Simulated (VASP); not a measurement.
Input of a VASP 6.6.1 run:

File INCAR:

```
ALGO = Normal ; EDIFF = 1E-6
EDIFFG = -0.08 ; ENCUT = 600
GGA = PE ; IBRION = 2
ISIF = 3 ; ISMEAR = 0
LASPH = T ; LCHARG = F
LREAL = F ; LWAVE = F
NELM = 80 ; NSW = 36
PREC = Accurate ; SIGMA = 0.2
```

KPOINTS

```
k-points
0
Gamma
  6 6 6
```

File POSCAR:

```
GaMo
1.0
    3.2916991600      0.0000000000      0.0000000000
    0.0000000000      3.2916991600      0.0000000000
    0.0000000000      0.0000000000      3.2916991600
Ga Mo
1 1
Direct
    0.5000000000      0.5000000000      0.5000000000
    0.0000000000      0.0000000000      0.0000000000
```

Potentials or basis: VASP PAW PBE potentials, release 64 (Ga_d, Mo_sv).

The run is started by

```bash
$ cat potpaw_PBE.64/Ga_d/POTCAR potpaw_PBE.64/Mo_sv/POTCAR > POTCAR
$ mpirun -np 1 vasp_std > vasp.out
```

(1) What does it give for the space group after relaxing (to 0.1 Å)?

(2) Estimate the relaxed cell.

Answers

(1) Pm-3m (No. 221).

(2) a = 3.126 Å, b = 3.126 Å, c = 3.126 Å, α = 90.00°, β = 90.00°, γ = 90.00°.
